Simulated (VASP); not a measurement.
SnO:

```
Sn O
1.0
     0.00000    2.60949    2.60949
     2.60949    0.00000    2.60949
     2.60949    2.60949    0.00000
Sn O
1 1
Direct
  0.00000 0.00000 0.00000
  0.75000 0.75000 0.75000
```

* Program: VASP 6.6.1
* Task: relaxation of cell and atoms
* Functional: PBEsol
* Potentials or basis: VASP PAW PBE potentials, release 64 (Sn_d, O)
* Cutoff: 600 eV
* k mesh: 8 × 8 × 8
* Occupations: fermi-dirac, width 0.03 eV
* Spin: no spin polarisation

At the start: pressure 7.0 GPa; volume 17.77 Å³/atom.

Question: How do energy, volume and symmetry change on relaxing?

Answer: Over 3 steps the energy falls by 32.3 meV/atom and the volume is 19.41 Å³/atom (+9.2 %); space group F-43m (No. 216, to 0.05 Å).

Step by step:
```tsv
step	energy change (eV)	largest force (eV/Å)	pressure (GPa)	volume (Å³)
1	0.0000	0.0000	6.99	35.54
2	-0.0616	0.0000	-1.19	39.68
3	-0.0647	0.0000	0.05	38.82
```

Final structure:
```xyz
2
Lattice="0.0000 2.6875 2.6875 2.6875 0.0000 2.6875 2.6875 2.6875 0.0000" Properties=species:S:1:pos:R:3 pbc="T T T"
Sn    0.0000    0.0000    0.0000
O     4.0312    4.0312    4.0312
```

Caveat: the PAW data sets were made with another functional, which shifts forces and pressure a little.
